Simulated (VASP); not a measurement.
Here is a VASP 6.6.1 calculation.

Contents of INCAR:

```
PREC = Accurate ; ENCUT = 520
EDIFF = 1E-6 ; ISMEAR = 0
SIGMA = 0.1 ; LREAL = False
LASPH = True ; NELM = 60
ALGO = Fast ; ISIF = 2
LWAVE = False ; LCHARG = True
GGA = PE ; LELF = True
LVHAR = True ; NBANDS = 26
```

File KPOINTS:

```
Automatic mesh
0
Gamma
  15 15 15
```

POSCAR

```
In
1.0
    1.5773225970      0.9106676260      8.2461204019
   -1.5773225970      0.9106676260      8.2461204019
    0.0000000000     -1.8213352520      8.2461204019
In
3
Direct
    0.0000000000      0.0000000000      0.0000000000
    0.7809967063      0.7809967063      0.7809967063
    0.2190032937      0.2190032937      0.2190032937
```

Potentials or basis: VASP PAW PBE potentials, release 64 (In_d).

Command:

```sh
$ cat potpaw_PBE.64/In_d/POTCAR > POTCAR
$ mpirun -np 1 vasp_std > vasp.out
```

**Question.** Estimate the pressure.

**Answer.** 8.3 GPa.

**Question.** What does it give for the largest force?

**Answer.** 0.450 eV/Å.

Forces on the atoms (eV/Å):
```
In   0.000  0.000  0.000
In   0.000  0.000 -0.450
In   0.000  0.000  0.450
```

Caveat: the cell differs from its parent crystal (strained and its atoms moved); the cell stands under pressure.
